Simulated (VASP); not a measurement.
Set up this calculation in VASP 6.6.1, as the native input.

```
Task                   : single point
Functional             : BLYP
Dispersion             : D4
Potentials or basis    : VASP PAW PBE potentials, release 64 (Zn, O)
Cutoff                 : 520 eV
k mesh                 : 9 × 9 × 5
Occupations            : fermi-dirac, width 0.05 eV
Spin                   : no spin polarisation
Dipole correction      : no
Further INCAR settings : ALGO = Normal; EDIFF = 1e-07; NBANDS = 26
```

The structure of ZnO (zincite) lies in POSCAR:

```
ZnO
1.0
    3.2575496041      0.0000000000      0.0000000000
   -1.6287748021      2.8211207113      0.0000000000
    0.0000000000      0.0000000000      5.2786802144
Zn O
2 2
Direct
    0.6666666667      0.3333333333      0.0006077918
    0.3333333333      0.6666666667      0.5006077918
    0.3333333333      0.6666666667      0.8784022082
    0.6666666667      0.3333333333      0.3784022082
```

One way to write it, as run:

INCAR

```
SYSTEM = ZnO
AGGAC = 1.0
AGGAX = 1.0
ALDAC = 0.0
ALDAX = 1.0
ALGO = Normal
EDIFF = 1E-7
ENCUT = 520
GGA = B5
ISIF = 2
ISMEAR = -1
IVDW = 13
LASPH = .True.
LCHARG = .True.
LELF = .True.
LREAL = .False.
LVHAR = .True.
LWAVE = .False.
NBANDS = 26
NELM = 60
PREC = Accurate
SIGMA = 0.05
VDW_A1 = 0.44488865
VDW_A2 = 4.0933009
VDW_S6 = 1.0
VDW_S8 = 2.34076671
```

KPOINTS

```
k-points
0
Gamma
  9 9 5
  0 0 0
```

Potentials or basis: VASP PAW PBE potentials, release 64 (Zn, O).

Command:

```sh
$ cat potpaw_PBE.64/Zn/POTCAR potpaw_PBE.64/O/POTCAR > POTCAR
$ mpirun -np 1 vasp_std > vasp.out
```

Results of the run:

```json
{
 "Pressure": "0.9 GPa",
 "Band gap on the k mesh": "0.91 eV, direct",
 "Dispersion energy per atom": "-0.442 eV"
}
```

Caveat: the PAW data sets were made with another functional, which shifts forces and pressure a little.

It took 24 s on 1 thread of Intel(R) Xeon(R) 6975P-C (Granite Rapids), on a shared host, peak memory 0.17 GiB.
